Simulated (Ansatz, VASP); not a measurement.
# Co: VASP beside Ansatz

```xyz
2
Lattice="2.4937 0.0000 0.0000 -1.2469 2.1596 0.0000 0.0000 0.0000 4.0301" Properties=species:S:1:pos:R:3 pbc="T T T"
Co    0.0000    1.4397    1.0075
Co    1.2469    0.7199    3.0226
```

Alike in both runs: task single point; functional PBE; k mesh 20 × 20 × 12; occupations gaussian, width 0.05 eV; no spin polarisation.

|  | VASP | Ansatz |
| --- | --- | --- |
| version | VASP 6.6.1 | Ansatz 0.2.0 |
| potentials or method | VASP PAW PBE potentials, release 64 (Co), cutoff 520 eV | scalar-relativistic, plane waves, PAW |
| valence electrons in the cell | 18 | 34 |

Ansatz gave:

| Quantity | Value |
| --- | --- |
| gap on the k mesh at the Fermi level (eV) | none |
| pressure (GPa) | -11.3 |
| traceless stress, the component that is largest in VASP (GPa) | -0.45 |

Problem. What did VASP give for the same quantities?

Solution. gap on the k mesh at the Fermi level (eV): none; pressure (GPa): -11.8; traceless stress, the component that is largest in VASP (GPa): -0.49.

A gap of «none» marks a metal or a gap that the smearing closes. The functional is the same, so the differences come from potentials, cutoffs and numerics. VASP's potentials hold 18 valence electrons a cell and Ansatz's 34, so a difference there can come from the potentials and not from the codes.
